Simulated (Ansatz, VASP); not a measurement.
Two plane-wave programs on Hg

File INCAR:

```
PREC = Accurate
ENCUT = 520
EDIFF = 1E-6
ISMEAR = 0
SIGMA = 0.15
LREAL = False
LASPH = True
NELM = 100
ALGO = Fast
ISIF = 2
LWAVE = False
LCHARG = True
GGA = PS
LELF = True
LVHAR = True
NBANDS = 12
```

KPOINTS

```
regular mesh
0
Gamma
  18 18 18
```

The input POSCAR:

```
Hg
1.0
   -2.0076041500      2.0076041500      1.7481902600
    2.0076041500     -2.0076041500      1.7481902600
    2.0076041500      2.0076041500     -1.7481902600
Hg
1
Direct
    0.0000000000      0.0000000000      0.0000000000
```

Input for Ansatz:

```yaml
crystal:
  lattice:
    - [-2.00760415, 2.00760415, 1.74819026]
    - [2.00760415, -2.00760415, 1.74819026]
    - [2.00760415, 2.00760415, -1.74819026]
  atoms:
    - { symbol: Hg, position: [0.0, 0.0, 0.0] }
basis:
  ecutwfc: 420
kpoints:
  mp_grid: { grid: [18, 18, 18] }
hamiltonian:
  xc: pbesol
scf:
  occupations: { method: gaussian, width: 0.15 }
output:
  forces: true
  stress: true
  eigenvalues: true
```

Change from the starting cell: strain -0.030 along x and y, -0.030 along z, atoms carried along.

Alike in both runs: task single point; functional PBEsol; k mesh 18 × 18 × 18; occupations gaussian, width 0.15 eV; no spin polarisation.

|  | VASP | Ansatz |
| --- | --- | --- |
| version | VASP 6.6.1 | Ansatz 0.2.0 |
| potentials or method | VASP PAW PBE potentials, release 64 (Hg), cutoff 520 eV | scalar-relativistic, plane waves, PAW |
| valence electrons in the cell | 12 | 20 |

Ansatz gave:

- gap on the k mesh at the Fermi level (eV): none
- pressure (GPa): -3.0
- traceless stress, the component that is largest in VASP (GPa): 0.22

Question: Estimate VASP's values.

Answer: gap on the k mesh at the Fermi level (eV): none; pressure (GPa): -2.8; traceless stress, the component that is largest in VASP (GPa): 0.23.

VASP's potentials were made for PBE, not for PBEsol. A gap of «none» marks a metal or a gap that the smearing closes. The functional is the same, so the differences come from potentials, cutoffs and numerics. VASP's potentials hold 12 valence electrons a cell and Ansatz's 20, so a difference there can come from the potentials and not from the codes.

Neither program's run includes spin-orbit coupling.
